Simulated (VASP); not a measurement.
# Au (Fm-3m) in VASP: a series of runs

Au is run at these levels: PBE; tasks: single point.

All numbers are computed with VASP 6.6.1; they aren't measurements. Logs are shortened: lines on timing, memory, paths and dates and some standing lists are left out, and cuts for length are marked.

## (1) The cell of the first run

Symmetry: Fm-3m, No. 225, cubic system. The conventional cell has a = 4.157 Å, b = 4.157 Å, c = 4.157 Å, α = 90.00°, β = 90.00°, γ = 90.00°. Within 3.9 Å of Au (site symmetry m-3m) lie 12 Au at 2.94 Å.

## (2) Single point, PBE

Input file INCAR:

```
PREC = Accurate
ENCUT = 520
EDIFF = 1E-6
ISMEAR = -1
SIGMA = 0.01
LREAL = False
LASPH = True
NELM = 60
ALGO = Normal
ISIF = 2
LWAVE = False
LCHARG = False
GGA = PE
NBANDS = 12
```

Input file KPOINTS:

```
Automatic mesh
0
Gamma
  13 13 13
```

Input file POSCAR:

```
Au
1.0
    0.0000000000      2.0782552709      2.0782552709
    2.0782552709      0.0000000000      2.0782552709
    2.0782552709      2.0782552709      0.0000000000
Au
1
Direct
    0.0000000000      0.0000000000      0.0000000000
```

Potentials or basis: VASP PAW PBE potentials, release 64 (Au).

Started as:

```
> cat potpaw_PBE.64/Au/POTCAR > POTCAR
> mpirun -np 1 vasp_std > vasp.out
```

OUTCAR:

```text
PREC = Accurate
   ENCUT = 520
   EDIFF = 1E-6
   ISMEAR = -1
   LREAL = False
   LASPH = True
   NELM = 60
   ISIF = 2
   GGA = PE

 ion  position               nearest neighbor table
   1  0.000  0.000  0.000-

  LATTYP: Found a face centered cubic cell.
 ALAT       =     4.1565105418

  Lattice vectors:

 A1 = (   0.0000000000,   2.0782552709,   2.0782552709)
 A2 = (   2.0782552709,   0.0000000000,   2.0782552709)
 A3 = (   2.0782552709,   2.0782552709,   0.0000000000)

Analysis of symmetry for initial positions (statically):
=====================================================================
 Subroutine PRICEL returns:
 Original cell was already a primitive cell.

 Routine SETGRP: Setting up the symmetry group for a
 face centered cubic supercell.

 Subroutine GETGRP returns: Found 48 space group operations
 (whereof 48 operations were pure point group operations)
 out of a pool of 48 trial point group operations.

The static configuration has the point symmetry O_h .

Analysis of symmetry for dynamics (positions and initial velocities):
=====================================================================
 Subroutine PRICEL returns:
 Original cell was already a primitive cell.

 Routine SETGRP: Setting up the symmetry group for a
 face centered cubic supercell.

 Subroutine GETGRP returns: Found 48 space group operations
 (whereof 48 operations were pure point group operations)
 out of a pool of 48 trial point group operations.

The dynamic configuration has the point symmetry O_h .

 Subroutine INISYM returns: Found 48 space group operations
 (whereof 48 operations are pure point group operations),
 and found     1 'primitive' translations

----------------------------------------------------------------------------------------

                                     Primitive cell

  volume of cell :      17.9526

  direct lattice vectors                    reciprocal lattice vectors
     0.000000000  2.078255271  2.078255271    -0.240586422  0.240586422  0.240586422
     2.078255271  0.000000000  2.078255271     0.240586422 -0.240586422  0.240586422
     2.078255271  2.078255271  0.000000000     0.240586422  0.240586422 -0.240586422

  length of vectors
     2.939096790  2.939096790  2.939096790     0.416707907  0.416707907  0.416707907

  position of ions in fractional coordinates (direct lattice)
     0.000000000  0.000000000  0.000000000

  ion indices of the primitive-cell ions
   primitive index   ion index
                 1           1

----------------------------------------------------------------------------------------

 KPOINTS: Automatic mesh

Automatic generation of k-mesh.
 Grid dimensions read from file:
 generate k-points for:   13   13   13

 Generating k-lattice:

  Cartesian coordinates                     Fractional coordinates (reciprocal lattice)
    -0.018506648  0.018506648  0.018506648     0.076923077  0.000000000  0.000000000
     0.018506648 -0.018506648  0.018506648     0.000000000  0.076923077  0.000000000
     0.018506648  0.018506648 -0.018506648     0.000000000  0.000000000  0.076923077

  Length of vectors
     0.032054454  0.032054454  0.032054454

  Shift w.r.t. Gamma in fractional coordinates (k-lattice)
     0.000000000  0.000000000  0.000000000

 Subroutine IBZKPT returns following result:
 ===========================================

 Found     84 irreducible k-points:

 Following reciprocal coordinates:
            Coordinates               Weight
  0.000000  0.000000  0.000000      1.000000
  0.076923  0.000000  0.000000      8.000000
  0.153846  0.000000  0.000000      8.000000
  0.230769  0.000000  0.000000      8.000000
  0.307692  0.000000  0.000000      8.000000
  0.384615  0.000000  0.000000      8.000000
[... 16 lines left out ...]
  0.384615  0.153846  0.000000     24.000000
  0.461538  0.153846  0.000000     24.000000
 [... further k-points ...]
   k-points           NKPTS =     84   k-points in BZ     NKDIM =     84   number of bands    NBANDS=     12
   number of dos      NEDOS =    301   number of ions     NIONS =      1
   total plane-waves  NPLWV =  13824
   dimension x,y,z NGX =    24 NGY =   24 NGZ =   24
   dimension x,y,z NGXF=    48 NGYF=   48 NGZF=   48
   ions per type =               1
   NGX,Y,Z   is equivalent  to a cutoff of  13.58, 13.58, 13.58 a.u.
   NGXF,Y,Z  is equivalent  to a cutoff of  27.15, 27.15, 27.15 a.u.
 SYSTEM =  unknown system
   PREC   = accura    normal or accurate (medium, high low for compatibility)
   ISTART =      0    job   : 0-new  1-cont  2-samecut
   ICHARG =      2    charge: 1-file 2-atom 10-const
   ISPIN  =      1    spin polarized calculation?
   LNONCOLLINEAR =      F non collinear calculations
   LSORBIT =      F    spin-orbit coupling
   LASPH  =      T    aspherical Exc in radial PAW
   ENCUT  =  520.0 eV  38.22 Ry    6.18 a.u.   5.46  5.46  5.46*2*pi/ulx,y,z
   NELM   =     60;   NELMIN=  2; NELMDL= -5     # of ELM steps
   EDIFF  = 0.1E-05   stopping-criterion for ELM
   LREAL  =      F    real-space projection
   EDIFFG = 0.1E-04   stopping-criterion for IOM
   NSW    =      0    number of steps for IOM
   IBRION =     -1    ionic relax: 0-MD 1-quasi-New 2-CG
   NFREE  =      0    steps in history (QN), initial steepest desc. (CG)
   ISIF   =      2    stress and relaxation
   ISYM   =      2    0-nonsym 1-usesym 2-fastsym
   POTIM  = 0.5000    time-step for ionic-motion
   TEBEG  =    0.0;   TEEND  =   0.0 temperature during run
   PSTRESS=    0.0 pullay stress
   NELECT =      11.0000    total number of electrons
   NUPDOWN=      -1.0000    fix difference up-down
   EMIN   =  10.00;   EMAX   =-10.00  energy-range for DOS
   EFERMI =   0.00;   METHOD = LEGACY
   ISMEAR =    -1;   SIGMA  =   0.01  broadening in eV -4-tet -1-fermi 0-gaus
   EFERMI_NEDOS =   21; number of points for ismear=-14 and -15
   IALGO  =     38    algorithm
   IMIX   =      4    mixing-type and parameters
     AMIX     =   0.40;   BMIX     =  1.00
     AMIX_MAG =   1.60;   BMIX_MAG =  1.00
  volume/ion in A,a.u.               =      17.95       121.15
  Fermi-wavevector in a.u.,A,eV,Ry     =   1.390476  2.627619 26.305825  1.933424
  Thomas-Fermi vector in A             =   2.514407
   LORBIT       =      0    0 simple, 1 ext, 2 COOP (PROOUT), +10 PAW based schemes
   GGA     = PE    functional components
   LHFCALC =     F    Hartree Fock is set to
   AEXX    =    0.0000 exact exchange contribution
   IVDW    =     0    specifies the selected vdW correction
   LEPSILON=     F    determine dielectric tensor
   LRPA    =     F    only Hartree local field effects (RPA)
 non-spin polarized calculation
  energy-cutoff  :      520.00
  volume of cell :       17.95
 maximum number of plane-waves:       531
 NGX is ok and might be reduce to    24
   NGX = 11   NGY = 11   NGZ = 11

 number of electron      11.0000002 magnetization

 Free energy of the ion-electron system (eV)
  ---------------------------------------------------
  ext. energy  EPLUGINS =         0.00000000
  ---------------------------------------------------
  free energy    TOTEN  =        -3.22145129 eV

  energy without entropy =       -3.22140968  energy(sigma->0) =       -3.22143049

 E-fermi :   8.7216     XC(G=0): -12.4082

 val. band max:        8.6848606463   @ k =   0.4615   0.3077   0.0000
 cond. band min:       8.7696491255   @ k =   0.4615   0.3846   0.0000
 fundamental gap:      0.0847884792
 Fermi energy:         8.7216031681

 k-point     1 :       0.0000    0.0000    0.0000
  band No.  band energies     occupation
      1      -0.6883      2.00000
      2       4.2021      2.00000
      3       4.2021      2.00000
      4       4.2021      2.00000
      5       5.5825      2.00000
      6       5.5825      2.00000
      7      23.2097      0.00000
      8      26.9096      0.00000
      9      26.9096      0.00000
     10      26.9096      0.00000
     11      31.6520      0.00000
     12      35.7402      0.00000

 k-point     2 :       0.0769    0.0000    0.0000
  band No.  band energies     occupation
      1      -0.4920      2.00000
      2       4.1433      2.00000
      3       4.2664      2.00000
      4       4.2664      2.00000
      5       5.5556      2.00000
      6       5.5556      2.00000
      7      23.4121      0.00000
      8      25.6638      0.00000
      9      27.1209      0.00000
     10      27.1209      0.00000
     11      32.3544      0.00000
     12      34.1957      0.00000

 k-point     3 :       0.1538    0.0000    0.0000
  band No.  band energies     occupation
      1       0.0651      2.00000
      2       4.0232      2.00000
      3       4.4067      2.00000
      4       4.4067      2.00000
      5       5.5315      2.00000
      6       5.5315      2.00000
      7      22.9322      0.00000
      8      24.2048      0.00000
      9      27.6559      0.00000
     10      27.6559      0.00000
     11      30.7383      0.00000
     12      32.8508      0.00000
[... 286 lines left out ...]
 k-point    23 :       0.3846    0.1538    0.0000
  band No.  band energies     occupation
      1       2.1605      2.00000
      2       3.8866      2.00000
      3       4.1773      2.00000
      4       4.7962      2.00000
      5       6.5231      2.00000
      6       6.8687      2.00000
      7      16.5062      0.00000
      8      23.5450      0.00000
      9      23.6446      0.00000
     10      25.2156      0.00000
     11      31.5360      0.00000
     12      32.9067      0.00000

 k-point    24 :       0.4615    0.1538    0.0000
  band No.  band energies     occupation
      1       2.2680      2.00000
      2       3.9269      2.00000
      3       4.6732      2.00000
      4       4.6845      2.00000
      5       6.7100      2.00000
      6       8.3186      2.00000
      7      13.6457      0.00000
      8      22.5917      0.00000
      9      23.5576      0.00000
     10      24.4601      0.00000
     11      33.0636      0.00000
     12      33.7736      0.00000

 [... further k-points ...]
[... 5 lines left out ...]
  --------------------------------------------------------------------------------------
  -------------------------------------------------------------------------------------
  Total       -0.0444565     -0.0444565     -0.0444565     -0.0000000     -0.0000000      0.0000000
  in kB       -3.9675243     -3.9675243     -3.9675243     -0.0000000     -0.0000000      0.0000000
  external PRESSURE =      -3.9675243 kB  Pullay stress =       0.0000000 kB

 VOLUME and BASIS-vectors are now :
 -----------------------------------------------------------------------------
  energy-cutoff  :      520.00
  volume of cell :       17.95
      direct lattice vectors                 reciprocal lattice vectors
     0.000000000  2.078255271  2.078255271    -0.240586422  0.240586422  0.240586422
     2.078255271  0.000000000  2.078255271     0.240586422 -0.240586422  0.240586422
     2.078255271  2.078255271  0.000000000     0.240586422  0.240586422 -0.240586422

 POSITION                                       TOTAL-FORCE (eV/Angst)
 -----------------------------------------------------------------------------------
      0.00000      0.00000      0.00000         0.000000      0.000000      0.000000
 -----------------------------------------------------------------------------------
    total drift:                               -0.000000      0.000000     -0.000000

  FREE ENERGIE OF THE ION-ELECTRON SYSTEM (eV)
  ---------------------------------------------------
  free  energy   TOTEN  =        -3.2214512947 eV

  energy  without entropy=       -3.2214096837  energy(sigma->0) =       -3.22143049
```

Run time: 35 s. Hardware: 1 thread of AMD EPYC, shared host; peak memory 0.12 GiB.

Results:

- Free energy: -3.2215 eV
- Pressure: -0.4 GPa

Caveat: spin-orbit coupling is left out, which moves the levels of the heavy elements.

## (3) Single point, PBE

Input file INCAR:

```
SYSTEM = Au
  PREC = Accurate
  ENCUT = 520
  EDIFF = 1E-7
  ISMEAR = -1
  SIGMA = 0.03
  LREAL = .False.
  LASPH = .True.
  NELM = 80
  ALGO = Normal
  ISIF = 2
  LWAVE = .False.
  LCHARG = .False.
  GGA = PE
  NBANDS = 12
```

Input file KPOINTS:

```
Automatic mesh
0
Gamma
  13 13 13
  0 0 0
```

POSCAR is that of step 2.

Potentials or basis: VASP PAW PBE potentials, release 64 (Au).

Started as:

```
> cat potpaw_PBE.64/Au/POTCAR > POTCAR
> mpirun -np 1 vasp_std > vasp.out
```

It took 38 s on 1 thread of AMD EPYC, shared host; peak memory 0.12 GiB.

The run converged. Its results:

- Free energy: -3.2218 eV
- Pressure: -0.4 GPa

Levels at points of the mesh, in eV from the Fermi level:
| k point | band 2 | band 3 | band 4 | band 5 | band 6 | band 7 | band 8 | band 9 | band 10 | band 11 |
| --- | --- | --- | --- | --- | --- | --- | --- | --- | --- | --- |
| (0.00, 0.00, 0.00) | -4.53 | -4.53 | -4.53 | -3.15 | -3.15 | 14.48 | 18.18 | 18.18 | 18.18 | 22.92 |

Caveat: spin-orbit coupling is left out, which moves the levels of the heavy elements.

## (4) Single point, PBE

Input file INCAR:

```
SYSTEM = Au
ALGO = Normal ; EDIFF = 1E-6
ENCUT = 520 ; GGA = PE
ISIF = 2 ; ISMEAR = -1
LASPH = .True. ; LCHARG = .True.
LELF = .True. ; LREAL = .False.
LVHAR = .True. ; LWAVE = .False.
NBANDS = 12 ; NELM = 100
PREC = Accurate ; SIGMA = 0.2
```

Input file KPOINTS:

```
k-points
0
Gamma
  13 13 13
  0 0 0
```

POSCAR is that of step 3.

Started as:

```
> cat potpaw_PBE.64/Au/POTCAR > POTCAR
> mpirun -np 1 vasp_std > vasp.out
```

Wall time 34 s (1 thread of AMD EPYC, shared host); peak memory 0.11 GiB.

It converged, with:

```yaml
Free_energy: -3.2406 eV
Pressure: 0.0 GPa
```

Levels at points of the mesh, in eV from the Fermi level:
```
           k point  band 3  band 4  band 5  band 6  band 7  band 8  band 9  band 10
(0.00, 0.00, 0.00)   -4.47   -4.47   -3.09   -3.09   14.54   18.24   18.24    18.24
```

Caveat: spin-orbit coupling is left out, which moves the levels of the heavy elements.

## (5) Overview

| smearing | gap on the mesh (eV) | pressure (GPa) |
| --- | --- | --- |
| fermi-dirac 0.01 eV | none | -0.4 |
| fermi-dirac 0.03 eV | none | -0.4 |
| fermi-dirac 0.2 eV | none | 0.0 |

Alike in all rows: task single point; level PBE; potentials or basis VASP PAW PBE potentials, release 64 (Au); no spin polarisation; cell as given; k mesh 13 × 13 × 13; cutoff (eV) 520.

Every run on the cell as given and a fine mesh finds a metal.

Caveats: spin-orbit coupling is left out, which moves the levels of the heavy elements.

Total energies depend on the potentials used, so only differences within one code and one set of settings carry meaning.
